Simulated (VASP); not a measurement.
Here is a VASP 6.6.1 calculation.

INCAR

```
PREC = Accurate ; ENCUT = 500
EDIFF = 1E-6 ; ISMEAR = 0
SIGMA = 0.1 ; LREAL = False
LASPH = True ; NELM = 200
ALGO = Normal ; ISIF = 2
LWAVE = False ; LCHARG = False
GGA = PE ; NBANDS = 29
GGA_COMPAT = False ; LMAXMIX = 6
```

The input KPOINTS:

```
regular mesh
0
Gamma
  4 4 4
```

The input POSCAR:

```
Er4Se
1.0
    5.5346766389      0.0000000000      0.0000000000
    0.0000000000      5.5346766389      0.0000000000
    0.0000000000      0.0000000000      5.5346766389
Er Se
4 1
Direct
    0.5000000000      0.5000000000      0.5000000000
    0.0000000000      0.5000000000      0.5000000000
    0.5000000000      0.0000000000      0.5000000000
    0.5000000000      0.5000000000      0.0000000000
    0.0000000000      0.0000000000      0.0000000000
```

Potentials or basis: VASP PAW PBE potentials, release 64 (Er_3, Se), 4f in core.

The run is started by

```bash
$ cat potpaw_PBE.64/Er_3/POTCAR potpaw_PBE.64/Se/POTCAR > POTCAR
$ mpirun -np 1 vasp_std > vasp.out
```

What does it give for the band gap on the k mesh?

Zero (bands 21 and 22 overlap by 1.83 eV).

Predict the pressure.

0.6 GPa.

Caveat: spin-orbit coupling is left out, which moves the levels of the heavy elements; the 4f electrons are frozen in the core, so they carry no moment and show no levels; the run has no spin polarisation, though such a crystal can be magnetic. With open d or f shells a metallic result of PBE can be an artefact of self-interaction; +U or a hybrid may open a gap.
